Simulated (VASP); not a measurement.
A run of VASP 6.6.1 is set up as follows.

The input INCAR:

```
PREC = Accurate
ENCUT = 600
EDIFF = 1E-7
ISMEAR = -1
SIGMA = 0.08
LREAL = False
LASPH = True
NELM = 80
ALGO = Normal
ISIF = 3
LWAVE = False
LCHARG = False
GGA = PE
IBRION = 2
NSW = 32
EDIFFG = -0.005
PSTRESS = 19.0
```

Contents of KPOINTS:

```
Automatic mesh
0
Gamma
  11 11 11
```

The input POSCAR:

```
Rb
1.0
    0.0000000000      3.1760649082      3.1760649082
    3.1760649082      0.0000000000      3.1760649082
    3.1760649082      3.1760649082      0.0000000000
Rb
1
Direct
    0.0000000000      0.0000000000      0.0000000000
```

Potentials or basis: VASP PAW PBE potentials, release 64 (Rb_sv).

Command:

```bash
$ cat potpaw_PBE.64/Rb_sv/POTCAR > POTCAR
$ mpirun -np 1 vasp_std > vasp.out
```

(1) What does it give for the band gap on the k mesh?

(2) What does it give for the relaxed volume?

(3) What does it give for the space group after relaxing (to 0.1 Å)?

Results:

(1) zero (an odd number of electrons rules out a gap without spin polarisation).

(2) 63.99 Å³/atom.

(3) Fm-3m (No. 225).

Caveat: the cell is relaxed towards a set pressure, so the run minimises the enthalpy, not the energy.
